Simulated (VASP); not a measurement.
Write the native input for VASP 6.6.1 that does the following.

```
Task                   : relaxation of cell and atoms
Functional             : LDA
Potentials or basis    : VASP PAW LDA potentials, release 64 (Sb)
Cutoff                 : 600 eV
k mesh                 : 12 × 12 × 12
Occupations            : gaussian, width 0.1 eV
Spin                   : no spin polarisation
Dipole correction      : no
Further INCAR settings : ALGO = Normal; EDIFF = 1e-06; IBRION = 2; EDIFFG = -0.002; NSW = 100; ISIF = 3
```

The structure of Sb lies in POSCAR:

```
Sb
1.0
    2.1506000000      1.2416494900      3.7440000000
   -2.1506000000      1.2416494900      3.7440000000
    0.0000000000     -2.4832989800      3.7440000000
Sb
2
Direct
    0.2336400000      0.2336400000      0.2336400000
    0.7663600000      0.7663600000      0.7663600000
```

The input as run:

INCAR

```
PREC = Accurate ; ENCUT = 600
EDIFF = 1E-6 ; ISMEAR = 0
SIGMA = 0.1 ; LREAL = False
LASPH = True ; NELM = 60
ALGO = Normal ; ISIF = 3
LWAVE = False ; LCHARG = False
IBRION = 2 ; NSW = 100
EDIFFG = -0.002
```

KPOINTS

```
Automatic mesh
0
Gamma
  12 12 12
```

Potentials or basis: VASP PAW LDA potentials, release 64 (Sb).

Launch:

```console
$ cat potpaw_LDA.64/Sb/POTCAR > POTCAR
$ mpirun -np 1 vasp_std > vasp.out
```

Results of the run:

```json
{"Relaxed volume": "29.23 Å³/atom", "Relaxed cell": "a = 4.413 Å, b = 4.413 Å, c = 4.413 Å, α = 58.34°, β = 58.34°, γ = 58.34°", "Space group after relaxing (to 0.1 Å)": "R-3m (No. 166)", "Energy gained by relaxing": "4.5 meV/atom", "Ionic steps": "12", "Pressure after relaxing": "0.0 GPa", "Band gap on the k mesh": "zero (bands 5 and 6 overlap by 0.26 eV)"}
```

Caveat: spin-orbit coupling is left out, which moves the levels of the heavy elements.

Wall time 2.9 min on 1 thread of Intel(R) Xeon(R) Platinum 8559C (Emerald Rapids) (shared host), peak memory 0.26 GiB.
